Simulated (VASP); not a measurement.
# ZnS (F-43m) in VASP: notebook

ZnS is run at these levels: PBE; tasks: single point.

Program: VASP 6.6.1. These are calculated values, not measurements. Logs are shortened: lines on timing, memory, paths and dates and some standing lists are left out, and cuts for length are marked.

**Measured values to compare with.**

From “Electronic, vibrational, and thermodynamic properties of ZnS (zincblende and rocksalt structure)”, 2009, arxiv:0911.5022, for a bulk crystal of ZnS at 19 K: band gap 3.85 eV (direct).

How close the calculation comes is told below.

## Step 1: The cell of the first run

The structure is cubic, space group F-43m (No. 216). The conventional cell has a = 5.409 Å, b = 5.409 Å, c = 5.409 Å, α = 90.00°, β = 90.00°, γ = 90.00°. Within 3.1 Å of Zn (site symmetry -43m) lie 4 S at 2.34 Å. Within 3.1 Å of S (site symmetry -43m) lie 4 Zn at 2.34 Å.

## Step 2: Single point, PBE

INCAR reads:

```
SYSTEM = ZnS
ALGO = Normal ; EDIFF = 1E-7
ENCUT = 520 ; GGA = PE
ISIF = 2 ; ISMEAR = 0
LASPH = .True. ; LCHARG = .False.
LREAL = .False. ; LWAVE = .False.
NBANDS = 16 ; NELM = 100
PREC = Accurate ; SIGMA = 0.05
```

KPOINTS reads:

```
k-points
0
Gamma
  4 4 4
  0 0 0
```

POSCAR reads:

```
ZnS
1.0
    0.0000000000      2.7046490548      2.7046490548
    2.7046490548      0.0000000000      2.7046490548
    2.7046490548      2.7046490548      0.0000000000
Zn S
1 1
Direct
    0.0000000000      0.0000000000      0.0000000000
    0.7500000000      0.7500000000      0.7500000000
```

Potentials or basis: VASP PAW PBE potentials, release 64 (Zn, S).

Command:

```bash
> cat potpaw_PBE.64/Zn/POTCAR potpaw_PBE.64/S/POTCAR > POTCAR
> mpirun -np 1 vasp_std > vasp.out
```

OUTCAR:

```text
SYSTEM = ZnS
   EDIFF = 1E-7
   ENCUT = 520
   GGA = PE
   ISIF = 2
   ISMEAR = 0
   LASPH = .True.
   LREAL = .False.
   NELM = 100
   PREC = Accurate

 ion  position               nearest neighbor table
   1  0.000  0.000  0.000-   2 2.34   2 2.34   2 2.34   2 2.34
   2  0.750  0.750  0.750-   1 2.34   1 2.34   1 2.34   1 2.34

  LATTYP: Found a face centered cubic cell.
 ALAT       =     5.4092981096

  Lattice vectors:

 A1 = (   0.0000000000,   2.7046490548,   2.7046490548)
 A2 = (   2.7046490548,   0.0000000000,   2.7046490548)
 A3 = (   2.7046490548,   2.7046490548,   0.0000000000)

Analysis of symmetry for initial positions (statically):
=====================================================================
 Subroutine PRICEL returns:
 Original cell was already a primitive cell.

 Routine SETGRP: Setting up the symmetry group for a
 face centered cubic supercell.

 Subroutine GETGRP returns: Found 24 space group operations
 (whereof 24 operations were pure point group operations)
 out of a pool of 48 trial point group operations.

The static configuration has the point symmetry T_d .

Analysis of symmetry for dynamics (positions and initial velocities):
=====================================================================
 Subroutine PRICEL returns:
 Original cell was already a primitive cell.

 Routine SETGRP: Setting up the symmetry group for a
 face centered cubic supercell.

 Subroutine GETGRP returns: Found 24 space group operations
 (whereof 24 operations were pure point group operations)
 out of a pool of 48 trial point group operations.

The dynamic configuration has the point symmetry T_d .

 Subroutine INISYM returns: Found 24 space group operations
 (whereof 24 operations are pure point group operations),
 and found     1 'primitive' translations

----------------------------------------------------------------------------------------

                                     Primitive cell

  volume of cell :      39.5697

  direct lattice vectors                    reciprocal lattice vectors
     0.000000000  2.704649055  2.704649055    -0.184866868  0.184866868  0.184866868
     2.704649055  0.000000000  2.704649055     0.184866868 -0.184866868  0.184866868
     2.704649055  2.704649055  0.000000000     0.184866868  0.184866868 -0.184866868

  length of vectors
     3.824951375  3.824951375  3.824951375     0.320198808  0.320198808  0.320198808

  position of ions in fractional coordinates (direct lattice)
     0.000000000  0.000000000  0.000000000
     0.750000000  0.750000000  0.750000000

  ion indices of the primitive-cell ions
   primitive index   ion index
                 1           1
                 2           2

----------------------------------------------------------------------------------------

 KPOINTS: k-points

Automatic generation of k-mesh.
 Grid dimensions read from file:
 generate k-points for:    4    4    4

 Generating k-lattice:

  Cartesian coordinates                     Fractional coordinates (reciprocal lattice)
    -0.046216717  0.046216717  0.046216717     0.250000000  0.000000000  0.000000000
     0.046216717 -0.046216717  0.046216717     0.000000000  0.250000000  0.000000000
     0.046216717  0.046216717 -0.046216717     0.000000000  0.000000000  0.250000000

  Length of vectors
     0.080049702  0.080049702  0.080049702

  Shift w.r.t. Gamma in fractional coordinates (k-lattice)
     0.000000000  0.000000000  0.000000000

 Subroutine IBZKPT returns following result:
 ===========================================

 Found      8 irreducible k-points:

 Following reciprocal coordinates:
            Coordinates               Weight
  0.000000  0.000000  0.000000      1.000000
  0.250000  0.000000  0.000000      8.000000
  0.500000  0.000000  0.000000      4.000000
  0.250000  0.250000  0.000000      6.000000
  0.500000  0.250000  0.000000     24.000000
 -0.250000  0.250000  0.000000     12.000000
  0.500000  0.500000  0.000000      3.000000
 -0.250000  0.500000  0.250000      6.000000
   k-points           NKPTS =      8   k-points in BZ     NKDIM =      8   number of bands    NBANDS=     16
   number of dos      NEDOS =    301   number of ions     NIONS =      2
   total plane-waves  NPLWV =  21952
   dimension x,y,z NGX =    28 NGY =   28 NGZ =   28
   dimension x,y,z NGXF=    56 NGYF=   56 NGZF=   56
   ions per type =               1   1
   NGX,Y,Z   is equivalent  to a cutoff of  12.17, 12.17, 12.17 a.u.
   NGXF,Y,Z  is equivalent  to a cutoff of  24.34, 24.34, 24.34 a.u.
 SYSTEM =  ZnS
   PREC   = accura    normal or accurate (medium, high low for compatibility)
   ISTART =      0    job   : 0-new  1-cont  2-samecut
   ICHARG =      2    charge: 1-file 2-atom 10-const
   ISPIN  =      1    spin polarized calculation?
   LNONCOLLINEAR =      F non collinear calculations
   LSORBIT =      F    spin-orbit coupling
   LASPH  =      T    aspherical Exc in radial PAW
   ENCUT  =  520.0 eV  38.22 Ry    6.18 a.u.   7.11  7.11  7.11*2*pi/ulx,y,z
   NELM   =    100;   NELMIN=  2; NELMDL= -5     # of ELM steps
   EDIFF  = 0.1E-06   stopping-criterion for ELM
   LREAL  =      F    real-space projection
   EDIFFG = 0.1E-05   stopping-criterion for IOM
   NSW    =      0    number of steps for IOM
   IBRION =     -1    ionic relax: 0-MD 1-quasi-New 2-CG
   NFREE  =      0    steps in history (QN), initial steepest desc. (CG)
   ISIF   =      2    stress and relaxation
   ISYM   =      2    0-nonsym 1-usesym 2-fastsym
   POTIM  = 0.5000    time-step for ionic-motion
   TEBEG  =    0.0;   TEEND  =   0.0 temperature during run
   PSTRESS=    0.0 pullay stress
   NELECT =      18.0000    total number of electrons
   NUPDOWN=      -1.0000    fix difference up-down
   EMIN   =  10.00;   EMAX   =-10.00  energy-range for DOS
   EFERMI =   0.00;   METHOD = LEGACY
   ISMEAR =     0;   SIGMA  =   0.05  broadening in eV -4-tet -1-fermi 0-gaus
   EFERMI_NEDOS =   21; number of points for ismear=-14 and -15
   IALGO  =     38    algorithm
   IMIX   =      4    mixing-type and parameters
     AMIX     =   0.40;   BMIX     =  1.00
     AMIX_MAG =   1.60;   BMIX_MAG =  1.00
  volume/ion in A,a.u.               =      19.78       133.51
  Fermi-wavevector in a.u.,A,eV,Ry     =   1.259055  2.379269 21.568225  1.585220
  Thomas-Fermi vector in A             =   2.392634
   LORBIT       =      0    0 simple, 1 ext, 2 COOP (PROOUT), +10 PAW based schemes
   GGA     = PE    functional components
   LHFCALC =     F    Hartree Fock is set to
   AEXX    =    0.0000 exact exchange contribution
   IVDW    =     0    specifies the selected vdW correction
   LEPSILON=     F    determine dielectric tensor
   LRPA    =     F    only Hartree local field effects (RPA)
 non-spin polarized calculation
 Gauss-broadening in eV      SIGMA  =   0.05
  energy-cutoff  :      520.00
  volume of cell :       39.57
 maximum number of plane-waves:      1090
   NGX = 15   NGY = 15   NGZ = 15

 number of electron      17.9999998 magnetization

 Free energy of the ion-electron system (eV)
  ---------------------------------------------------
  ext. energy  EPLUGINS =         0.00000000
  ---------------------------------------------------
  free energy    TOTEN  =        -6.80184832 eV

  energy without entropy =       -6.80184832  energy(sigma->0) =       -6.80184832

 E-fermi :   2.3750     XC(G=0):  -9.6054

 val. band max:        2.1047400595   @ k =   0.0000   0.0000   0.0000
 cond. band min:       4.1967722639   @ k =   0.0000   0.0000   0.0000
 fundamental gap:      2.0920322044
 Fermi energy:         2.3750376344

 k-point     1 :       0.0000    0.0000    0.0000
  band No.  band energies     occupation
      1     -11.0138      2.00000
      2      -4.2442      2.00000
      3      -4.2441      2.00000
      4      -4.2441      2.00000
      5      -3.7524      2.00000
      6      -3.7524      2.00000
[... 8 lines left out ...]
     15      13.8518      0.00000
     16      13.9478      0.00000

 k-point     2 :       0.2500    0.0000    0.0000
  band No.  band energies     occupation
      1     -10.5932      2.00000
      2      -4.1941      2.00000
      3      -4.1777      2.00000
      4      -4.1777      2.00000
      5      -3.7508      2.00000
      6      -3.7508      2.00000
[... 8 lines left out ...]
     15      13.0616      0.00000
     16      14.2924      0.00000

 k-point     3 :       0.5000    0.0000    0.0000
  band No.  band energies     occupation
      1     -10.0891      2.00000
      2      -4.1303      2.00000
      3      -4.1303      2.00000
      4      -3.7222      2.00000
      5      -3.7222      2.00000
      6      -3.5493      2.00000
[... 8 lines left out ...]
     15      15.4957      0.00000
     16      15.4957      0.00000

 k-point     4 :       0.2500    0.2500    0.0000
  band No.  band energies     occupation
      1     -10.4523      2.00000
      2      -4.2903      2.00000
      3      -4.0989      2.00000
      4      -4.0989      2.00000
      5      -3.7914      2.00000
      6      -3.7150      2.00000
[... 8 lines left out ...]
     15      14.6219      0.00000
     16      17.8687      0.00000

 k-point     5 :       0.5000    0.2500    0.0000
  band No.  band energies     occupation
      1      -9.9455      2.00000
      2      -4.1601      2.00000
      3      -4.0199      2.00000
      4      -3.9077      2.00000
      5      -3.7091      2.00000
      6      -3.5863      2.00000
[... 8 lines left out ...]
     15      15.6158      0.00000
     16      16.9314      0.00000

 k-point     6 :      -0.2500    0.2500    0.0000
  band No.  band energies     occupation
      1     -10.1155      2.00000
      2      -4.1216      2.00000
      3      -4.0885      2.00000
      4      -3.9628      2.00000
      5      -3.7671      2.00000
      6      -3.6905      2.00000
[... 8 lines left out ...]
     15      15.3402      0.00000
     16      16.7183      0.00000

 k-point     7 :       0.5000    0.5000    0.0000
  band No.  band energies     occupation
      1      -9.7779      2.00000
      2      -4.2668      2.00000
      3      -3.9046      2.00000
      4      -3.9046      2.00000
      5      -3.6777      2.00000
      6      -3.5356      2.00000
[... 8 lines left out ...]
     15      15.8084      0.00000
     16      16.6297      0.00000

 k-point     8 :      -0.2500    0.5000    0.2500
  band No.  band energies     occupation
      1      -9.7721      2.00000
      2      -4.1114      2.00000
      3      -3.9657      2.00000
      4      -3.8088      2.00000
      5      -3.7891      2.00000
      6      -3.3539      2.00000
[... 8 lines left out ...]
     15      16.0127      0.00000
     16      16.9627      0.00000

------------------------ aborting loop because EDIFF is reached ----------------------------------------

  FORCE on cell =-STRESS in cart. coord.  units (eV):
  Direction    XX          YY          ZZ          XY          YZ          ZX
  --------------------------------------------------------------------------------------
  -------------------------------------------------------------------------------------
  Total        0.4528699      0.4528699      0.4528699      0.0000000      0.0000000      0.0000000
  in kB       18.3367025     18.3367025     18.3367025      0.0000000      0.0000000      0.0000000
  external PRESSURE =      18.3367025 kB  Pullay stress =       0.0000000 kB

 VOLUME and BASIS-vectors are now :
 -----------------------------------------------------------------------------
  energy-cutoff  :      520.00
  volume of cell :       39.57
      direct lattice vectors                 reciprocal lattice vectors
     0.000000000  2.704649055  2.704649055    -0.184866868  0.184866868  0.184866868
     2.704649055  0.000000000  2.704649055     0.184866868 -0.184866868  0.184866868
     2.704649055  2.704649055  0.000000000     0.184866868  0.184866868 -0.184866868

 POSITION                                       TOTAL-FORCE (eV/Angst)
 -----------------------------------------------------------------------------------
      0.00000      0.00000      0.00000         0.000000      0.000000      0.000000
      4.05697      4.05697      4.05697        -0.000000     -0.000000     -0.000000
 -----------------------------------------------------------------------------------
    total drift:                               -0.000001     -0.000001     -0.000001

  FREE ENERGIE OF THE ION-ELECTRON SYSTEM (eV)
  ---------------------------------------------------
  free  energy   TOTEN  =        -6.8018483201 eV

  energy  without entropy=       -6.8018483201  energy(sigma->0) =       -6.80184832
```

Run time: 5 s. Hardware: 1 thread of Intel Xeon 6975P-C (Granite Rapids), shared host; peak memory 0.14 GiB.

What came out:

- Free energy: -6.8018 eV
- Pressure: 1.8 GPa
- Band gap on the k mesh: 2.09 eV, direct

Caveat: the k points lie up to 0.50 Å⁻¹ apart.

## Step 3: Single point, PBE

INCAR reads:

```
SYSTEM = ZnS
PREC = Accurate
ENCUT = 520
EDIFF = 1E-6
ISMEAR = 0
SIGMA = 0.05
LREAL = .False.
LASPH = .True.
NELM = 100
ALGO = Normal
ISIF = 2
LWAVE = .False.
LCHARG = .False.
GGA = PE
NBANDS = 16
```

KPOINTS reads:

```
regular mesh
0
Gamma
  8 8 8
  0 0 0
```

POSCAR is that of step 2.

Potentials or basis: VASP PAW PBE potentials, release 64 (Zn, S).

Command:

```bash
> cat potpaw_PBE.64/Zn/POTCAR potpaw_PBE.64/S/POTCAR > POTCAR
> mpirun -np 1 vasp_std > vasp.out
```

Run time: 9.3 s. Hardware: 1 thread of Intel Xeon 6975P-C (Granite Rapids), shared host; peak memory 0.16 GiB.

Results (log left out):

```
Free energy            : -6.8483 eV
Pressure               : 1.5 GPa
Band gap on the k mesh : 2.10 eV, direct
```

Levels at points of the mesh, in eV from the valence-band top:
```
           k point  band 7  band 8  band 9  band 10  band 11  band 12
(0.00, 0.00, 0.00)    0.00    0.00    0.00     2.10     6.40     6.40
(0.50, 0.00, 0.00)   -5.27   -0.86   -0.86     3.30     6.93     6.93
(0.50, 0.50, 0.00)   -4.55   -2.21   -2.21     3.41     4.07    10.96
```

## Step 4: How close it comes

Step 3. A measured gap of ZnS is 3.85 eV (direct; 19 K; quoted in “Electronic, vibrational, and thermodynamic properties of ZnS (zincblende and rocksalt structure)”, 2009, arxiv:0911.5022); the calculated 2.10 eV misses it by -1.75 eV. The value is that of PBE, without temperature or zero-point motion. Semilocal functionals fall short of measured gaps as a rule.
